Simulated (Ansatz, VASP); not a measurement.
## One calculation of BN, two programs

INCAR

```
ALGO     = Normal         # electronic algorithm
EDIFF    = 1E-7           # SCF threshold, eV
ENCUT    = 520            # plane-wave cutoff, eV
GGA      = PE             # functional
ISIF     = 2              # what is computed and relaxed
ISMEAR   = 0              # smearing method
IVDW     = 12             # dispersion correction
LASPH    = True           # aspherical terms in the spheres
LCHARG   = True           # write CHGCAR
LELF     = True           # ELF
LREAL    = False          # projectors in reciprocal space
LVHAR    = True         
LWAVE    = False          # write WAVECAR
NBANDS   = 16             # bands
NELM     = 100            # most SCF steps
PREC     = Accurate       # precision mode
SIGMA    = 0.05           # smearing width, eV
```

KPOINTS

```
k-points
0
Gamma
  12 12 4
```

POSCAR

```
BN
1.0
    2.5064381059      0.0000000000      0.0000000000
   -1.2532190530      2.1706390727      0.0000000000
    0.0000000000      0.0000000000      6.6168468515
B N
2 2
Direct
    0.3333333333      0.6666666667      0.2500000000
    0.6666666667      0.3333333333      0.7500000000
    0.2642292608      0.5284585215      0.7046611843
    0.6666666667      0.3333333333      0.2500000000
```

Input for Ansatz:

```yaml
crystal:
  lattice:
    - [2.5064381059, 0.0, 0.0]
    - [-1.253219053, 2.1706390727, 0.0]
    - [0.0, 0.0, 6.6168468515]
  atoms:
    - { symbol: B, position: [0.3333333333, 0.6666666667, 0.25] }
    - { symbol: B, position: [0.6666666667, 0.3333333333, 0.75] }
    - { symbol: "N", position: [0.2642292608, 0.5284585215, 0.7046611843] }
    - { symbol: "N", position: [0.6666666667, 0.3333333333, 0.25] }
basis:
  ecutwfc: 420
kpoints:
  mp_grid: { grid: [12, 12, 4] }
hamiltonian:
  xc: pbe
  dispersion: d3bj
scf:
  occupations: { method: gaussian, width: 0.05 }
output:
  forces: true
  stress: true
  eigenvalues: true
  write_density: true
  write_potential: true
  elf: true
  volumetric_format: npy
```

Alike in both runs: task single point; functional PBE; dispersion D3(BJ); k mesh 12 × 12 × 4; occupations gaussian, width 0.05 eV; no spin polarisation.

|  | VASP | Ansatz |
| --- | --- | --- |
| version | VASP 6.6.1 | Ansatz 0.2.0 |
| potentials or method | VASP PAW PBE potentials, release 64 (B, N), cutoff 520 eV | scalar-relativistic, plane waves, PAW |
| valence electrons in the cell | 16 | 16 |

```tsv
	VASP	Ansatz	Ansatz less VASP
gap on the k mesh at the Fermi level (eV)	1.35	1.35	+0.002
least direct gap on the mesh (eV)	2.18	2.18	+0.002
pressure (GPa)	7.3	7.3	+0.06
traceless stress, the component that is largest in VASP (GPa)	12.79	12.72	-0.079
rms of the force components (eV/Å)	2.410	2.412	+0.0014
```

Atom by atom the forces differ by 0.011 eV/Å (rms over components).
